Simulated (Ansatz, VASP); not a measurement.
## Two plane-wave programs on HfO2

```
Hf O
1.0
     3.56791    0.00000    0.00000
     0.00000    3.56791    0.00000
     0.00000    0.00000    5.21045
Hf O
2 4
Direct
  0.50000 0.50000 0.50000
  0.00000 0.00000 0.00000
  0.00000 0.50000 0.69328
  0.50000 0.00000 0.80672
  0.50000 0.00000 0.30672
  0.00000 0.50000 0.19328
```

Alike in both runs: task single point; functional PBE; k mesh 6 × 6 × 4; no spin polarisation.

```csv
,VASP,Ansatz
version,VASP 6.6.1,Ansatz 0.2.0
potentials or method,"VASP PAW PBE potentials, release 64 (Hf_pv, O)","plane waves, PAW"
plane-wave cutoff (eV),520,420
occupations,"gaussian, width 0.01 eV",fixed
valence electrons in the cell,44,76
```

```csv
,VASP,Ansatz,Ansatz less VASP
gap on the k mesh at the Fermi level (eV),4.77,4.79,+0.022
pressure (GPa),4.4,7.7,+3.35
"traceless stress, the component that is largest in VASP (GPa)",-0.65,-0.75,-0.099
rms of the force components (eV/Å),0.062,0.083,+0.0215
```

Atom by atom the forces differ by 0.021 eV/Å (rms over components). VASP's potentials hold 44 valence electrons a cell and Ansatz's 76, so a difference there can come from the potentials and not from the codes.

Spin-orbit coupling is off throughout.
